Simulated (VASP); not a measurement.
# C (P6_3/mmc) in VASP: a series of runs

C is run at these levels: PBE; tasks: single point, relaxation of cell and atoms.

Program: VASP 6.6.1. These are calculated values, not measurements. Logs are shortened: lines on timing, memory, paths and dates and some standing lists are left out, and cuts for length are marked.

## 1. The cell of the first run

It takes space group P6_3/mmc (No. 194, hexagonal). The conventional cell has a = 2.467 Å, b = 2.467 Å, c = 8.565 Å, α = 90.00°, β = 90.00°, γ = 120.00°. Within 1.9 Å of C (site symmetry -6m2) lie 3 C at 1.42 Å. C (site symmetry -6m2) has 3 C at 1.42 Å within 1.9 Å.

## 2. Single point, PBE

The input, INCAR:

```
SYSTEM = C
  ALGO = Normal
  EDIFF = 1E-6
  ENCUT = 520
  GGA = PE
  ISIF = 2
  ISMEAR = 0
  LASPH = .True.
  LCHARG = .True.
  LELF = .True.
  LREAL = .False.
  LVHAR = .True.
  LWAVE = .False.
  NBANDS = 16
  NELM = 80
  PREC = Accurate
  SIGMA = 0.1
```

The input, KPOINTS:

```
k-points
0
Gamma
  21 21 6
  0 0 0
```

The input, POSCAR:

```
C
1.0
    2.4665231295      0.0000000000      0.0000000000
   -1.2332615647      2.1360716891      0.0000000000
    0.0000000000      0.0000000000      8.5653080463
C
4
Direct
    0.0000000000      0.0000000000      0.0025000000
    0.0000000000      0.0000000000      0.5025000000
    0.3333333333      0.6666666667      0.0025000000
    0.6666666667      0.3333333333      0.5025000000
```

Potentials or basis: VASP PAW PBE potentials, release 64 (C).

On the command line:

```bash
cat potpaw_PBE.64/C/POTCAR > POTCAR
mpirun -np 1 vasp_std > vasp.out
```

OUTCAR:

```text
SYSTEM = C
   EDIFF = 1E-6
   ENCUT = 520
   GGA = PE
   ISIF = 2
   ISMEAR = 0
   LASPH = .True.
   LREAL = .False.
   NELM = 80
   PREC = Accurate

 ion  position               nearest neighbor table
   1  0.000  0.000  0.002-   3 1.42   3 1.42   3 1.42
   2  0.000  0.000  0.502-   4 1.42   4 1.42   4 1.42
   3  0.333  0.667  0.002-   1 1.42   1 1.42   1 1.42
   4  0.667  0.333  0.502-   2 1.42   2 1.42   2 1.42

  LATTYP: Found a hexagonal cell.
 ALAT       =     2.4665231295
 C/A-ratio  =     3.4726242555

  Lattice vectors:

 A1 = (   2.4665231295,   0.0000000000,   0.0000000000)
 A2 = (  -1.2332615647,   2.1360716891,   0.0000000000)
 A3 = (   0.0000000000,   0.0000000000,   8.5653080463)

Analysis of symmetry for initial positions (statically):
=====================================================================
 Subroutine PRICEL returns:
 Original cell was already a primitive cell.

 Routine SETGRP: Setting up the symmetry group for a
 hexagonal supercell.

 Subroutine GETGRP returns: Found 24 space group operations
 (whereof  6 operations were pure point group operations)
 out of a pool of 24 trial point group operations.

The static configuration has the point symmetry C_3v.
 The point group associated with its full space group is D_6h.

Analysis of symmetry for dynamics (positions and initial velocities):
=====================================================================
 Subroutine PRICEL returns:
 Original cell was already a primitive cell.

 Routine SETGRP: Setting up the symmetry group for a
 hexagonal supercell.

 Subroutine GETGRP returns: Found 24 space group operations
 (whereof  6 operations were pure point group operations)
 out of a pool of 24 trial point group operations.

The dynamic configuration has the point symmetry C_3v.
 The point group associated with its full space group is D_6h.

 Subroutine INISYM returns: Found 24 space group operations
 (whereof  6 operations are pure point group operations),
 and found     1 'primitive' translations

----------------------------------------------------------------------------------------

                                     Primitive cell

  volume of cell :      45.1278

  direct lattice vectors                    reciprocal lattice vectors
     2.466523130  0.000000000  0.000000000     0.405428998  0.234074541  0.000000000
    -1.233261565  2.136071689  0.000000000     0.000000000  0.468149082  0.000000000
[... 90 lines left out ...]
   LREAL  =      F    real-space projection
   EDIFFG = 0.1E-04   stopping-criterion for IOM
   NSW    =      0    number of steps for IOM
   IBRION =     -1    ionic relax: 0-MD 1-quasi-New 2-CG
   NFREE  =      0    steps in history (QN), initial steepest desc. (CG)
   ISIF   =      2    stress and relaxation
   ISYM   =      2    0-nonsym 1-usesym 2-fastsym
   POTIM  = 0.5000    time-step for ionic-motion
   TEBEG  =    0.0;   TEEND  =   0.0 temperature during run
   PSTRESS=    0.0 pullay stress
   NELECT =      16.0000    total number of electrons
   NUPDOWN=      -1.0000    fix difference up-down
   EMIN   =  10.00;   EMAX   =-10.00  energy-range for DOS
   EFERMI =   0.00;   METHOD = LEGACY
   ISMEAR =     0;   SIGMA  =   0.10  broadening in eV -4-tet -1-fermi 0-gaus
   EFERMI_NEDOS =   21; number of points for ismear=-14 and -15
   IALGO  =     38    algorithm
   IMIX   =      4    mixing-type and parameters
     AMIX     =   0.40;   BMIX     =  1.00
     AMIX_MAG =   1.60;   BMIX_MAG =  1.00
  volume/ion in A,a.u.               =      11.28        76.13
  Fermi-wavevector in a.u.,A,eV,Ry     =   1.158689  2.189604 18.266635  1.342560
  Thomas-Fermi vector in A             =   2.295289
   LORBIT       =      0    0 simple, 1 ext, 2 COOP (PROOUT), +10 PAW based schemes
   GGA     = PE    functional components
   LHFCALC =     F    Hartree Fock is set to
   AEXX    =    0.0000 exact exchange contribution
   IVDW    =     0    specifies the selected vdW correction
   LEPSILON=     F    determine dielectric tensor
   LRPA    =     F    only Hartree local field effects (RPA)
 non-spin polarized calculation
 Gauss-broadening in eV      SIGMA  =   0.10
  energy-cutoff  :      520.00
  volume of cell :       45.13
 maximum number of plane-waves:      1238
   NGX =  9   NGY =  9   NGZ = 31

 number of electron      15.9999996 magnetization

 Free energy of the ion-electron system (eV)
  ---------------------------------------------------
  ext. energy  EPLUGINS =         0.00000000
  ---------------------------------------------------
  free energy    TOTEN  =       -36.90573107 eV

  energy without entropy =      -36.90495298  energy(sigma->0) =      -36.90534202

 E-fermi :   2.7609     XC(G=0):  -8.6939

 val. band max:        2.7605508297   @ k =   0.3333   0.3333   0.1667
 cond. band min:       2.7611473627   @ k =   0.3333   0.3333   0.3333
 fundamental gap:      0.0005965330
 Fermi energy:         2.7609185790

 k-point     1 :       0.0000    0.0000    0.0000
  band No.  band energies     occupation
      1     -16.7709      2.00000
      2     -16.7366      2.00000
      3      -5.0788      2.00000
      4      -4.6107      2.00000
      5      -0.2832      2.00000
      6      -0.2832      2.00000
[... 433 lines left out ...]
      3      -4.4162      2.00000
      4      -4.4097      2.00000
      5      -3.3048      2.00000
      6      -2.8780      2.00000
[... 8 lines left out ...]
     15      14.6225      0.00000
     16      14.7287      0.00000

 [... further k-points ...]

------------------------ aborting loop because EDIFF is reached ----------------------------------------

  FORCE on cell =-STRESS in cart. coord.  units (eV):
  Direction    XX          YY          ZZ          XY          YZ          ZX
  --------------------------------------------------------------------------------------
  -------------------------------------------------------------------------------------
  Total        0.1540304      0.1540304     -0.0087442      0.0000000     -0.0000000     -0.0000000
  in kB        5.4685608      5.4685608     -0.3104465      0.0000000     -0.0000000     -0.0000000
  external PRESSURE =       3.5422250 kB  Pullay stress =       0.0000000 kB

 VOLUME and BASIS-vectors are now :
 -----------------------------------------------------------------------------
  energy-cutoff  :      520.00
  volume of cell :       45.13
      direct lattice vectors                 reciprocal lattice vectors
     2.466523130  0.000000000  0.000000000     0.405428998  0.234074541  0.000000000
    -1.233261565  2.136071689  0.000000000     0.000000000  0.468149082  0.000000000
     0.000000000  0.000000000  8.565308046     0.000000000  0.000000000  0.116750033

 POSITION                                       TOTAL-FORCE (eV/Angst)
 -----------------------------------------------------------------------------------
      0.00000      0.00000      0.02141         0.000000     -0.000000      0.000000
      0.00000      0.00000      4.30407        -0.000000     -0.000000     -0.000000
     -0.00000      1.42405      0.02141         0.000000      0.000000     -0.000000
      1.23326      0.71202      4.30407        -0.000000     -0.000000     -0.000000
 -----------------------------------------------------------------------------------
    total drift:                               -0.000000     -0.000000     -0.000013

  FREE ENERGIE OF THE ION-ELECTRON SYSTEM (eV)
  ---------------------------------------------------
  free  energy   TOTEN  =       -36.9057310687 eV

  energy  without entropy=      -36.9049529765  energy(sigma->0) =      -36.90534202
```

stdout:

```text
POSCAR found type information on POSCAR C
 POSCAR found :  1 types and       4 ions
 scaLAPACK will be used
 LDA part: xc-table for (Slater+PW92), standard interpolation
 POSCAR, INCAR and KPOINTS ok, starting setup
 FFT: planning ... GRIDC
 FFT: planning ... GRID_SOFT
 FFT: planning ... GRID
 WAVECAR not read
 entering main loop
```

It took 3.2 min on 1 thread of AMD EPYC 7R13, shared host; peak memory 0.19 GiB.

Results:

```yaml
Free_energy: -36.9057 eV
Pressure: 0.4 GPa
Band_gap_on_the_k_mesh: zero (filled and empty bands touch)
```

Caveat: this functional lacks dispersion, which binds the layers, so the pressure and a relaxed spacing across them are unreliable.

## 3. Single point, PBE

The input, INCAR:

```
SYSTEM = C
PREC     = Accurate       ! precision mode
ENCUT    = 520            ! plane-wave cutoff, eV
EDIFF    = 1E-7           ! SCF threshold, eV
ISMEAR   = 0              ! smearing method
SIGMA    = 0.15           ! smearing width, eV
LREAL    = .FALSE.        ! projectors in reciprocal space
LASPH    = .TRUE.         ! aspherical terms in the spheres
NELM     = 100            ! most SCF steps
ALGO     = Normal         ! electronic algorithm
ISIF     = 2              ! what is computed and relaxed
LWAVE    = .FALSE.        ! write WAVECAR
LCHARG   = .TRUE.         ! write CHGCAR
GGA      = PE             ! functional
LELF     = .TRUE.         ! ELF
LVHAR    = .TRUE.       
NBANDS   = 16             ! bands
```

The input, KPOINTS:

```
Automatic mesh
0
G
  18 18 6
  0 0 0
```

POSCAR is that of step 2.

Potentials or basis: VASP PAW PBE potentials, release 64 (C).

On the command line:

```bash
cat potpaw_PBE.64/C/POTCAR > POTCAR
mpirun -np 1 vasp_std > vasp.out
```

It took 2.6 min on 1 thread of AMD EPYC 7R13, shared host; peak memory 0.17 GiB.

The run converged. Its results:

```yaml
Free_energy: -36.9051 eV
Pressure: 0.4 GPa
Band_gap_on_the_k_mesh: zero (filled and empty bands touch)
```

Stress tensor (GPa, compression positive):
```
 0.55  0.00  0.00
 0.00  0.55  0.00
 0.00  0.00 -0.03
```

Levels at points of the mesh, in eV from the Fermi level:
| k point | band 4 | band 5 | band 6 | band 7 | band 8 | band 9 | band 10 | band 11 | band 12 | band 13 |
| --- | --- | --- | --- | --- | --- | --- | --- | --- | --- | --- |
| (0.00, 0.00, 0.00) | -7.37 | -3.04 | -3.04 | -3.04 | -3.04 | 3.07 | 6.34 | 8.30 | 8.30 | 8.31 |
| (0.50, 0.00, 0.00) | -13.23 | -6.42 | -6.42 | -2.43 | -2.29 | 1.59 | 1.79 | 7.34 | 7.39 | 10.61 |
| (0.00, 0.00, 0.50) | -7.62 | -3.04 | -3.04 | -3.04 | -3.04 | 4.32 | 4.32 | 8.30 | 8.30 | 8.30 |
| (0.50, 0.00, 0.50) | -13.23 | -6.42 | -6.42 | -2.36 | -2.36 | 1.67 | 1.67 | 7.36 | 7.36 | 11.44 |

Caveat: this functional lacks dispersion, which binds the layers, so the pressure and a relaxed spacing across them are unreliable.

## 4. Relaxation of cell and atoms, PBE

The input, INCAR:

```
SYSTEM = C
PREC = Accurate ; ENCUT = 600
EDIFF = 1E-6 ; ISMEAR = 0
SIGMA = 0.1 ; LREAL = .FALSE.
LASPH = .TRUE. ; NELM = 80
ALGO = Normal ; ISIF = 3
LWAVE = .FALSE. ; LCHARG = .FALSE.
GGA = PE ; IBRION = 2
NSW = 100 ; EDIFFG = -0.005
```

The input, KPOINTS:

```
regular mesh
0
G
  21 21 6
  0 0 0
```

The input, POSCAR:

```
C
1.0
    2.4665231295      0.0000000000      0.0000000000
   -1.2332615647      2.1360716891      0.0000000000
    0.0000000000      0.0000000000      8.5653080463
C
4
Direct
    0.0000000000      0.0000000000      0.0025000403
    0.0000000000      0.0000000000      0.5025000403
    0.3333333333      0.6666666667      0.0024999597
    0.6666666667      0.3333333333      0.5024999597
```

On the command line:

```bash
cat potpaw_PBE.64/C/POTCAR > POTCAR
mpirun -np 1 vasp_std > vasp.out
```

It took 25 min on 1 thread of AMD EPYC 7R13, shared host; peak memory 0.21 GiB.

The run converged. Its results:

```yaml
Free_energy: -36.9181 eV
Relaxed_volume: 10.62 Å³/atom
Relaxed_cell: a = 2.467 Å, b = 2.467 Å, c = 8.064 Å, α = 90.00°, β = 90.00°, γ = 120.00°
Space_group_after_relaxing_to_0.05_Å: P6_3/mmc (No. 194)
Energy_gained_by_relaxing: 0.7 meV/atom
Ionic_steps: 19
Pressure_after_relaxing: 0.0 GPa
Band_gap_on_the_k_mesh: zero (filled and empty bands overlap)
```

Step by step:
| step | energy change (eV) | largest force (eV/Å) | pressure (GPa) | volume (Å³) |
| --- | --- | --- | --- | --- |
| 1 | 0.0000 | 0.0000 | 0.01 | 45.13 |
| 2 | 0.0000 | 0.0000 | -0.28 | 45.13 |
| 3 | 0.0000 | 0.0000 | -0.20 | 45.13 |
| 4 | -0.0001 | 0.0000 | -0.19 | 45.11 |
| 5 | -0.0002 | 0.0000 | -0.17 | 45.04 |
| 6 | -0.0003 | 0.0000 | -0.18 | 44.91 |
| 7 | -0.0007 | 0.0000 | -0.18 | 44.64 |
| 8 | -0.0014 | 0.0000 | -0.27 | 44.10 |
| 9 | -0.0025 | 0.0000 | -0.31 | 43.03 |
| 10 | -0.0018 | 0.0000 | 1.13 | 42.65 |
| 11 | -0.0026 | 0.0000 | 0.04 | 42.93 |
| 12 | -0.0026 | 0.0000 | 0.15 | 42.85 |
| 13 | -0.0026 | 0.0000 | 0.14 | 42.83 |
| 14 | -0.0026 | 0.0000 | 0.19 | 42.79 |
| 15 | -0.0026 | 0.0000 | 0.28 | 42.72 |
| 16 | -0.0026 | 0.0000 | 0.24 | 42.71 |
| 17 | -0.0027 | 0.0000 | 0.22 | 42.68 |
| 18 | -0.0027 | 0.0000 | 0.10 | 42.62 |
| 19 | -0.0028 | 0.0000 | -0.03 | 42.49 |

Final structure:
```xyz
4
Lattice="2.4667 0.0000 0.0000 -1.2334 2.1362 0.0000 0.0000 0.0000 8.0637" Properties=species:S:1:pos:R:3 pbc="T T T"
C     0.0000    0.0000    0.0202
C     0.0000    0.0000    4.0520
C     0.0000    1.4242    0.0202
C     1.2334    0.7121    4.0520
```

Levels at points of the mesh, in eV from the Fermi level:
```tsv
k point	band 6	band 7	band 8	band 9	band 10	band 11
(0.00, 0.00, 0.00)	-3.04	-3.04	-3.04	3.26	7.12	8.30
(0.00, 0.00, 0.50)	-3.04	-3.04	-3.04	4.77	4.77	8.31
```

Caveat: this functional lacks dispersion, which binds the layers, so the pressure and a relaxed spacing across them are unreliable.

## 5. The runs side by side

| task | cell | k mesh | cutoff (eV) | smearing | gap on the mesh (eV) | pressure (GPa) |
| --- | --- | --- | --- | --- | --- | --- |
| single point | a = 2.467, b = 2.467, c = 8.565 Å, angles 90.0, 90.0, 120.0°, 4 atoms | 21 × 21 × 6 | 520 | gaussian 0.1 eV | none | 0.4 |
| single point | a = 2.467, b = 2.467, c = 8.565 Å, angles 90.0, 90.0, 120.0°, 4 atoms | 18 × 18 × 6 | 520 | gaussian 0.15 eV | none | 0.4 |
| relaxation of cell and atoms | relaxed from a = 2.467, b = 2.467, c = 8.565 Å, angles 90.0, 90.0, 120.0°, 4 atoms | 21 × 21 × 6 | 600 | gaussian 0.1 eV | none | 0.0 |

Alike in all rows: level PBE; potentials or basis VASP PAW PBE potentials, release 64 (C); no spin polarisation.

Caveats: this functional lacks dispersion, which binds the layers, so the pressure and a relaxed spacing across them are unreliable.

Absolute energies hang on the potentials; compare differences alone.
